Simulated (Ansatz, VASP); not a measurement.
# One calculation of Br, two programs

```
Br
1.0
     1.89908    1.09643    6.28132
    -1.89908    1.09643    6.28132
     0.00000   -2.19286    6.28132
Br
3
Direct
  0.00000 0.00000 0.00000
  0.22244 0.22244 0.22244
  0.77756 0.77756 0.77756
```

Alike in both runs: functional PBEsol; k mesh 6 × 6 × 6; occupations gaussian, width 0.1 eV; no spin polarisation.

Ansatz relaxed the structure, and its values are those at the end. VASP's run is a single point on that final structure, the one shown.

|  | VASP | Ansatz |
| --- | --- | --- |
| version | VASP 6.6.1 | Ansatz 0.2.0 |
| potentials or method | VASP PAW PBE potentials, release 64 (Br), cutoff 520 eV | scalar-relativistic, plane waves, PAW |
| valence electrons in the cell | 21 | 21 |

```tsv
	VASP	Ansatz	Ansatz less VASP
gap on the k mesh at the Fermi level (eV)	none	none	-
pressure (GPa)	0.0	0.0	-0.03
rms of the force components (eV/Å)	0.006	0.006	+0.0001
```

VASP's potentials were made for PBE, not for PBEsol. A gap of «none» marks a metal or a gap that the smearing closes. With one functional, cell and mesh, what is left measures potentials, basis and numerics.
